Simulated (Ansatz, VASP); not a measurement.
# SiW in VASP and in Ansatz

File INCAR:

```
SYSTEM = SiW
PREC = Accurate
ENCUT = 520
EDIFF = 1E-6
ISMEAR = -1
SIGMA = 0.05
LREAL = .FALSE.
LASPH = .TRUE.
NELM = 80
ALGO = Normal
ISIF = 2
LWAVE = .FALSE.
LCHARG = .FALSE.
GGA = CA
NBANDS = 16
```

Contents of KPOINTS:

```
Automatic mesh
0
G
  13 13 13
  0 0 0
```

POSCAR

```
SiW
1.0
    3.0130646200      0.0000000000      0.0000000000
    0.0000000000      3.0130646200      0.0000000000
    0.0000000000      0.0000000000      3.0130646200
W Si
1 1
Direct
    0.0000000000      0.0000000000      0.0000000000
    0.5000000000      0.5000000000      0.5000000000
```

Input for Ansatz:

```yaml
crystal:
  lattice:
    - [3.01306462, 0.0, 0.0]
    - [0.0, 3.01306462, 0.0]
    - [0.0, 0.0, 3.01306462]
  atoms:
    - { symbol: W, position: [0.0, 0.0, 0.0] }
    - { symbol: Si, position: [0.5, 0.5, 0.5] }
kpoints:
  mp_grid: { grid: [13, 13, 13] }
  band_path:
    path:
      - [0.0, 0.0, 0.0]
      - [0.0, 0.5, 0.0]
      - [0.5, 0.5, 0.0]
      - [0.0, 0.0, 0.0]
      - [0.5, 0.5, 0.5]
      - [0.0, 0.5, 0.0]
      - [0.5, 0.5, 0.5]
      - [0.5, 0.5, 0.0]
    npoints: 8
scf:
  occupations: { method: fermi_dirac, width: 0.05 }
hamiltonian:
  xc: lda
  pseudopotentials: { kind: paw }
output:
  forces: true
  stress: true
  eigenvalues: true
  populations: true
  dos: { projected: true, de: 0.2, e_range: [-14, 8] }
  write_density: true
  write_potential: true
  elf: true
  volumetric_format: npy
```

Change from the starting cell: volume scaled by 1, PAW files.

Alike in both runs: task single point; functional LDA; k mesh 13 × 13 × 13; occupations fermi-dirac, width 0.05 eV; no spin polarisation.

```csv
,VASP,Ansatz
version,VASP 6.6.1,Ansatz 0.2.0
potentials or method,"VASP PAW LDA potentials, release 64 (W_sv, Si)","PAW with Ansatz's default frozen-core files, scalar-relativistic"
plane-wave cutoff (eV),520,420
valence electrons in the cell,18,18
```

Ansatz gave:

- pressure (GPa): 0.0

Question: Which values does VASP return?

Answer: Pressure (GPa): 1.1.

LDA's correlation is that of Perdew and Zunger in VASP and of Perdew and Wang (1992) in Ansatz.

Neither program's run includes spin-orbit coupling.
